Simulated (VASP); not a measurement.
Wanted: the native input for a VASP 6.6.1 run.

- Task: single point
- Functional: LDA
- Potentials or basis: VASP PAW LDA potentials, release 64 (Sn_d, Pt)
- Cutoff: 500 eV
- k mesh: 8 × 8 × 8
- Occupations: fermi-dirac, width 0.05 eV
- Spin: no spin polarisation
- Dipole correction: no
- Further INCAR settings: ALGO = Normal; EDIFF = 1e-06; NBANDS = 30

The structure of SnPt3 lies in POSCAR:

```
SnPt3
1.0
    3.9459393189      0.0000000000      0.0000000000
    0.0000000000      3.9459393189      0.0000000000
    0.0000000000      0.0000000000      3.9459393189
Sn Pt
1 3
Direct
    0.0000000000      0.0000000000      0.0000000000
    0.0000000000      0.5000000000      0.5000000000
    0.5000000000      0.0000000000      0.5000000000
    0.5000000000      0.5000000000      0.0000000000
```

This cell differs from its parent crystal: volume scaled by 0.96.

The input as run:

INCAR

```
ALGO = Normal
EDIFF = 1E-6
ENCUT = 500
GGA_COMPAT = F
ISIF = 2
ISMEAR = -1
LASPH = T
LCHARG = T
LELF = T
LREAL = F
LVHAR = T
LWAVE = F
NBANDS = 30
NELM = 120
PREC = Accurate
SIGMA = 0.05
```

KPOINTS

```
k-points
0
Gamma
  8 8 8
```

Potentials or basis: VASP PAW LDA potentials, release 64 (Sn_d, Pt).

Run with:

```sh
$ cat potpaw_LDA.64/Sn_d/POTCAR potpaw_LDA.64/Pt/POTCAR > POTCAR
$ mpirun -np 1 vasp_std > vasp.out
```

It gave:

The pressure is 7.7 GPa and the band gap on the k mesh is zero (band 22 reaches 12.78 eV, above the bottom of band 23 at 12.28 eV).

Caveat: spin-orbit coupling is left out, which moves the levels of the heavy elements.

Run time: 69 s on 1 thread of Intel Xeon 8259CL (shared host), peak memory 0.18 GiB.
